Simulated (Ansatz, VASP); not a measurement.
One calculation of Cu, two programs

```
CELL_PARAMETERS angstrom
0.00000 1.81473 1.81473
1.81473 0.00000 1.81473
1.81473 1.81473 0.00000
ATOMIC_POSITIONS crystal
Cu 0.00000 0.00000 0.00000
```

Alike in both runs: functional PBE; k mesh 20 × 20 × 20; occupations fermi-dirac, width 0.15 eV; no spin polarisation.

Ansatz relaxed the structure, and its values are those at the end. VASP's run is a single point on that final structure, the one shown.

|  | VASP | Ansatz |
| --- | --- | --- |
| version | VASP 6.6.1 | Ansatz 0.2.0 |
| potentials or method | VASP PAW PBE potentials, release 64 (Cu), cutoff 520 eV | scalar-relativistic, plane waves, PAW |
| valence electrons in the cell | 11 | 19 |

|  | VASP | Ansatz | Ansatz less VASP |
| --- | --- | --- | --- |
| gap on the k mesh at the Fermi level (eV) | none | none | - |
| pressure (GPa) | 0.7 | 0.0 | -0.67 |

A gap of «none» marks a metal or a gap that the smearing closes. VASP's potentials hold 11 valence electrons a cell and Ansatz's 19, so a difference there can come from the potentials and not from the codes.
